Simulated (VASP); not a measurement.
# Cd (Pm-3m) in VASP: notebook

Cd is run at these levels: BLYP; tasks: single point.

All numbers are computed with VASP 6.6.1; they aren't measurements. Logs are shortened: lines on timing, memory, paths and dates and some standing lists are left out, and cuts for length are marked.

## Step 1: The cell of the first run

It takes space group Pm-3m (No. 221, cubic). The conventional cell has a = 3.003 Å, b = 3.003 Å, c = 3.003 Å, α = 90.00°, β = 90.00°, γ = 90.00°. Cd (site symmetry m-3m) has 6 Cd at 3.00 Å within 4.0 Å.

## Step 2: Single point, BLYP (volume scaled by 0.88)

Contents of INCAR:

```
AGGAC = 1.0
AGGAX = 1.0
ALDAC = 0.0
ALDAX = 1.0
ALGO = Normal
EDIFF = 1E-6
ENCUT = 520
GGA = B5
ISIF = 2
ISMEAR = -1
LASPH = True
LCHARG = False
LREAL = False
LWAVE = False
NBANDS = 12
NELM = 100
PREC = Accurate
SIGMA = 0.1
```

Contents of KPOINTS:

```
k-points
0
Gamma
  11 11 11
```

Contents of POSCAR:

```
Cd
1.0
    3.0025209075      0.0000000000      0.0000000000
    0.0000000000      3.0025209075      0.0000000000
    0.0000000000      0.0000000000      3.0025209075
Cd
1
Direct
    0.0000000000      0.0000000000      0.0000000000
```

Potentials or basis: VASP PAW PBE potentials, release 64 (Cd).

The run is started by

```
cat potpaw_PBE.64/Cd/POTCAR > POTCAR
mpirun -np 1 vasp_std > vasp.out
```

OUTCAR:

```text
EDIFF = 1E-6
   ENCUT = 520
   GGA = B5
   ISIF = 2
   ISMEAR = -1
   LASPH = True
   LREAL = False
   NELM = 100
   PREC = Accurate

 ion  position               nearest neighbor table
   1  0.000  0.000  0.000-

  LATTYP: Found a simple cubic cell.
 ALAT       =     3.0025209075

  Lattice vectors:

 A1 = (   3.0025209075,   0.0000000000,   0.0000000000)
 A2 = (   0.0000000000,   3.0025209075,   0.0000000000)
 A3 = (   0.0000000000,   0.0000000000,   3.0025209075)

Analysis of symmetry for initial positions (statically):
=====================================================================
 Subroutine PRICEL returns:
 Original cell was already a primitive cell.

 Routine SETGRP: Setting up the symmetry group for a
 simple cubic supercell.

 Subroutine GETGRP returns: Found 48 space group operations
 (whereof 48 operations were pure point group operations)
 out of a pool of 48 trial point group operations.

The static configuration has the point symmetry O_h .

Analysis of symmetry for dynamics (positions and initial velocities):
=====================================================================
 Subroutine PRICEL returns:
 Original cell was already a primitive cell.

 Routine SETGRP: Setting up the symmetry group for a
 simple cubic supercell.

 Subroutine GETGRP returns: Found 48 space group operations
 (whereof 48 operations were pure point group operations)
 out of a pool of 48 trial point group operations.

The dynamic configuration has the point symmetry O_h .

 Subroutine INISYM returns: Found 48 space group operations
 (whereof 48 operations are pure point group operations),
 and found     1 'primitive' translations

----------------------------------------------------------------------------------------

                                     Primitive cell

  volume of cell :      27.0681

  direct lattice vectors                    reciprocal lattice vectors
     3.002520908  0.000000000  0.000000000     0.333053468  0.000000000  0.000000000
     0.000000000  3.002520908  0.000000000     0.000000000  0.333053468  0.000000000
     0.000000000  0.000000000  3.002520908     0.000000000  0.000000000  0.333053468

  length of vectors
     3.002520908  3.002520908  3.002520908     0.333053468  0.333053468  0.333053468

  position of ions in fractional coordinates (direct lattice)
     0.000000000  0.000000000  0.000000000

  ion indices of the primitive-cell ions
   primitive index   ion index
                 1           1

[... 78 lines left out ...]
   ISYM   =      2    0-nonsym 1-usesym 2-fastsym
   POTIM  = 0.5000    time-step for ionic-motion
   TEBEG  =    0.0;   TEEND  =   0.0 temperature during run
   PSTRESS=    0.0 pullay stress
   NELECT =      12.0000    total number of electrons
   NUPDOWN=      -1.0000    fix difference up-down
   EMIN   =  10.00;   EMAX   =-10.00  energy-range for DOS
   EFERMI =   0.00;   METHOD = LEGACY
   ISMEAR =    -1;   SIGMA  =   0.10  broadening in eV -4-tet -1-fermi 0-gaus
   EFERMI_NEDOS =   21; number of points for ismear=-14 and -15
   IALGO  =     38    algorithm
   IMIX   =      4    mixing-type and parameters
     AMIX     =   0.40;   BMIX     =  1.00
     AMIX_MAG =   1.60;   BMIX_MAG =  1.00
  volume/ion in A,a.u.               =      27.07       182.66
  Fermi-wavevector in a.u.,A,eV,Ry     =   1.248291  2.358928 21.201015  1.558231
  Thomas-Fermi vector in A             =   2.382384
   LORBIT       =      0    0 simple, 1 ext, 2 COOP (PROOUT), +10 PAW based schemes
   GGA     = B5    functional components
   LHFCALC =     F    Hartree Fock is set to
   AEXX    =    0.0000 exact exchange contribution
   IVDW    =     0    specifies the selected vdW correction
   LEPSILON=     F    determine dielectric tensor
   LRPA    =     F    only Hartree local field effects (RPA)
 non-spin polarized calculation
  energy-cutoff  :      520.00
  volume of cell :       27.07
 maximum number of plane-waves:       740
 NGX is ok and might be reduce to    24
   NGX = 11   NGY = 11   NGZ = 11

 number of electron      12.0000009 magnetization

 Free energy of the ion-electron system (eV)
  ---------------------------------------------------
  ext. energy  EPLUGINS =         0.00000000
  ---------------------------------------------------
  free energy    TOTEN  =        -0.12760333 eV

  energy without entropy =       -0.11128153  energy(sigma->0) =       -0.11944243

 E-fermi :   1.8884     XC(G=0):  -9.2309

 val. band max:        1.8438277454   @ k =   0.4545   0.1818   0.1818
 cond. band min:       1.8955675631   @ k =   0.4545   0.3636   0.2727
 fundamental gap:      0.0517398177
 Fermi energy:         1.8884311161

 k-point     1 :       0.0000    0.0000    0.0000
  band No.  band energies     occupation
      1      -7.6560      2.00000
      2      -7.6560      2.00000
      3      -6.3689      2.00000
      4      -6.3689      2.00000
      5      -6.3689      2.00000
      6      -5.5085      2.00000
      7      11.4578      0.00000
      8      11.4578      0.00000
      9      11.4578      0.00000
     10      15.2040      0.00000
     11      15.2040      0.00000
     12      16.2825      0.00000
[... 331 lines left out ...]
 k-point    24 :       0.2727    0.0909    0.0909
  band No.  band energies     occupation
      1      -7.4975      2.00000
      2      -7.1836      2.00000
      3      -6.6539      2.00000
      4      -6.6263      2.00000
      5      -6.4121      2.00000
      6      -3.7766      2.00000
      7       5.1771      0.00000
      8      11.3435      0.00000
      9      11.5784      0.00000
     10      17.4174      0.00000
     11      17.9631      0.00000
     12      19.9222      0.00000

 [... further k-points ...]

------------------------ aborting loop because EDIFF is reached ----------------------------------------

  FORCE on cell =-STRESS in cart. coord.  units (eV):
  Direction    XX          YY          ZZ          XY          YZ          ZX
  --------------------------------------------------------------------------------------
  -------------------------------------------------------------------------------------
  Total        0.5508401      0.5508401      0.5508401      0.0000000     -0.0000000      0.0000000
  in kB       32.6045338     32.6045338     32.6045338      0.0000000     -0.0000000      0.0000000
  external PRESSURE =      32.6045338 kB  Pullay stress =       0.0000000 kB

 VOLUME and BASIS-vectors are now :
 -----------------------------------------------------------------------------
  energy-cutoff  :      520.00
  volume of cell :       27.07
      direct lattice vectors                 reciprocal lattice vectors
     3.002520908  0.000000000  0.000000000     0.333053468  0.000000000  0.000000000
     0.000000000  3.002520908  0.000000000     0.000000000  0.333053468  0.000000000
     0.000000000  0.000000000  3.002520908     0.000000000  0.000000000  0.333053468

 POSITION                                       TOTAL-FORCE (eV/Angst)
 -----------------------------------------------------------------------------------
      0.00000      0.00000      0.00000         0.000000      0.000000      0.000000
 -----------------------------------------------------------------------------------
    total drift:                                0.000000      0.000000      0.000000

  FREE ENERGIE OF THE ION-ELECTRON SYSTEM (eV)
  ---------------------------------------------------
  free  energy   TOTEN  =        -0.1276033297 eV

  energy  without entropy=       -0.1112815332  energy(sigma->0) =       -0.11944243
```

It took 7.9 s on 1 thread of Intel Xeon Platinum 8488C (Sapphire Rapids), shared host; peak memory 0.14 GiB.

What came out:

| Property | Result |
| --- | --- |
| Free energy | -0.1276 eV |
| Pressure | 3.3 GPa |
| Band gap on the k mesh | zero (band 6 reaches 5.14 eV, above the bottom of band 7 at 0.59 eV) |

Levels at points of the mesh, in eV from the Fermi level:
```
           k point  band 2  band 3  band 4  band 5  band 6  band 7  band 8  band 9  band 10  band 11
(0.00, 0.00, 0.00)   -9.54   -8.26   -8.26   -8.26   -7.40    9.57    9.57    9.57    13.32    13.32
```

Caveat: the PAW data sets were made with another functional, which shifts forces and pressure a little.

## Step 3: Single point, BLYP (volume scaled by 0.96)

Contents of INCAR:

```
SYSTEM = Cd
AGGAC = 1.0
AGGAX = 1.0
ALDAC = 0.0
ALDAX = 1.0
ALGO = Normal
EDIFF = 1E-6
ENCUT = 520
GGA = B5
ISIF = 2
ISMEAR = -1
LASPH = .TRUE.
LCHARG = .FALSE.
LREAL = .FALSE.
LWAVE = .FALSE.
NBANDS = 12
NELM = 80
PREC = Accurate
SIGMA = 0.1
```

Contents of KPOINTS:

```
k-points
0
G
  11 11 11
  0 0 0
```

Contents of POSCAR:

```
Cd
1.0
    3.0908805893      0.0000000000      0.0000000000
    0.0000000000      3.0908805893      0.0000000000
    0.0000000000      0.0000000000      3.0908805893
Cd
1
Direct
    0.0000000000      0.0000000000      0.0000000000
```

Potentials or basis: VASP PAW PBE potentials, release 64 (Cd).

The run is started by

```
cat potpaw_PBE.64/Cd/POTCAR > POTCAR
mpirun -np 1 vasp_std > vasp.out
```

Wall time 8.1 s (1 thread of Intel Xeon Platinum 8488C (Sapphire Rapids), shared host); peak memory 0.14 GiB.

Results (log left out):

* Free energy: -0.1578 eV
* Pressure: 0.9 GPa
* Band gap on the k mesh: zero (band 6 reaches 4.40 eV, above the bottom of band 7 at 0.28 eV)

Levels at points of the mesh, in eV from the Fermi level:
| k point | band 4 | band 5 | band 6 | band 7 | band 8 | band 9 |
| --- | --- | --- | --- | --- | --- | --- |
| (0.00, 0.00, 0.00) | -8.20 | -8.20 | -6.90 | 9.07 | 9.07 | 9.07 |

Caveat: the PAW data sets were made with another functional, which shifts forces and pressure a little.

(Part 1 of 2 ends here.)
